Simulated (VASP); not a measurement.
Set up this calculation in VASP 6.6.1, as the native input.

- Task: single point
- Functional: r2SCAN
- Potentials or basis: VASP PAW PBE potentials, release 64 (Ti_sv, Al)
- Cutoff: 520 eV
- k mesh: 8 × 8 × 8
- Occupations: fermi-dirac, width 0.05 eV
- Spin: no spin polarisation
- Dipole correction: no
- Further INCAR settings: ALGO = Normal; EDIFF = 1e-07; NBANDS = 14

Crystal: TiAl.

```
Ti Al
1.0
     3.13610    0.00000    0.00000
     0.00000    3.13610    0.00000
     0.00000    0.00000    3.13610
Ti Al
1 1
Direct
  0.00000 0.00000 0.00000
  0.50000 0.50000 0.50000
```

The input as run:

POSCAR

```
TiAl
1.0
    3.1360984087      0.0000000000      0.0000000000
    0.0000000000      3.1360984087      0.0000000000
    0.0000000000      0.0000000000      3.1360984087
Ti Al
1 1
Direct
    0.0000000000      0.0000000000      0.0000000000
    0.5000000000      0.5000000000      0.5000000000
```

INCAR.step1

```
  PREC = Accurate
  ENCUT = 520
  ISMEAR = -1
  SIGMA = 0.05
  LREAL = F
  LASPH = T
  NELM = 100
  NBANDS = 14
  GGA = PE
  ALGO = Normal
  EDIFF = 1E-4
  LWAVE = T
  LCHARG = F
```

INCAR.step2

```
  PREC = Accurate
  ENCUT = 520
  EDIFF = 1E-7
  ISMEAR = -1
  SIGMA = 0.05
  LREAL = F
  LASPH = T
  NELM = 100
  ALGO = Normal
  ISIF = 2
  LWAVE = F
  LCHARG = F
  METAGGA = R2SCAN
  LMIXTAU = T
  NBANDS = 14
  ISTART = 1
```

KPOINTS

```
Automatic mesh
0
Gamma
  8 8 8
```

Potentials or basis: VASP PAW PBE potentials, release 64 (Ti_sv, Al).

Launch:

```console
$ cat potpaw_PBE.64/Ti_sv/POTCAR potpaw_PBE.64/Al/POTCAR > POTCAR
$ cp INCAR.step1 INCAR
$ mpirun -np 1 vasp_std > vasp.out
$ cp INCAR.step2 INCAR
$ mpirun -np 1 vasp_std > vasp.out
```

Results of the run:

The pressure is 4.7 GPa.

Caveat: the PAW data sets were made with another functional, which shifts forces and pressure a little.

It took 81 s on 1 thread of Intel Xeon 8259CL, on a shared host, peak memory 0.15 GiB.
